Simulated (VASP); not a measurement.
As: single point with PBEsol

As:

```
CELL_PARAMETERS angstrom
1.89057 1.09152 3.36712
-1.89057 1.09152 3.36712
0.00000 -2.18304 3.36712
ATOMIC_POSITIONS crystal
As 0.23020 0.23020 0.23020
As 0.76980 0.76980 0.76980
```

```json
{
 "Program": "VASP 6.6.1",
 "Task": "single point",
 "Functional": "PBEsol",
 "Potentials or basis": "VASP PAW PBE potentials, release 64 (As)",
 "Cutoff": "520 eV",
 "k mesh": "14 × 14 × 14",
 "Occupations": "gaussian, width 0.05 eV",
 "Spin": "no spin polarisation"
}
```

```json
{
  "Pressure": "0.4 GPa",
  "Largest force": "0.058 eV/Å",
  "Band gap on the k mesh": "zero (band 5 reaches 5.78 eV, above the bottom of band 6 at 5.36 eV)"
}
```

Forces on the atoms (eV/Å):
```
As   0.000  0.000  0.058
As   0.000  0.000 -0.058
```

Stress tensor (GPa, compression positive):
```
0.46 0.00 0.00
0.00 0.46 0.00
0.00 0.00 0.32
```

Levels at points of the mesh, in eV from the Fermi level:
```tsv
k point	band 2	band 3	band 4	band 5	band 6	band 7	band 8	band 9
(0.00, 0.00, 0.00)	-5.64	-2.47	-2.16	-2.16	1.99	3.04	3.04	6.37
(0.50, 0.00, 0.00)	-11.39	-2.68	-2.49	-0.43	-0.37	0.15	0.82	9.24
(0.50, 0.50, 0.00)	-9.62	-6.44	-4.46	-4.39	1.43	5.64	6.64	7.64
(0.50, 0.50, 0.50)	-10.46	-1.81	-1.81	-0.77	0.29	0.29	1.50	8.31
```

Wall time 110 s on 1 thread of Intel Xeon 6975P-C (shared host), peak memory 0.26 GiB.

Caveat: the PAW data sets were made with another functional, which shifts forces and pressure a little.
